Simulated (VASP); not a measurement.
Input of a VASP 6.6.1 run:

INCAR

```
ALGO = Normal ; EDIFF = 1E-6
ENCUT = 520 ; GGA = RE
ISIF = 2 ; ISMEAR = 1
ISPIN = 2 ; IVDW = 12
LASPH = T ; LCHARG = T
LELF = T ; LORBIT = 11
LREAL = F ; LVHAR = T
LWAVE = F ; MAGMOM = 1 0
NBANDS = 20 ; NELM = 150
NUPDOWN = 1.0 ; PREC = Accurate
SIGMA = 0.025
```

The input KPOINTS:

```
k-points
0
Gamma
  8 8 8
```

Contents of POSCAR:

```
GaAs
1.0
    0.0000000000      2.8640496607      2.8640496607
    2.8640496607      0.0000000000      2.8640496607
    2.8640496607      2.8640496607      0.0000000000
As Ga
1 1
Direct
    0.7500000000      0.7500000000      0.7500000000
    0.0000000000      0.0000000000      0.0000000000
```

Potentials or basis: VASP PAW PBE potentials, release 64 (As, Ga_d).

The run is started by

```console
$ cat potpaw_PBE.64/As/POTCAR potpaw_PBE.64/Ga_d/POTCAR > POTCAR
$ mpirun -np 1 vasp_std > vasp.out
```

(1) Estimate the pressure.

(2) Predict the dispersion energy per atom.

Answers

(1) 2.7 GPa.

(2) -0.596 eV.

Caveat: the PAW data sets were made with another functional, which shifts forces and pressure a little; the total moment is fixed, so each spin has its own Fermi level.
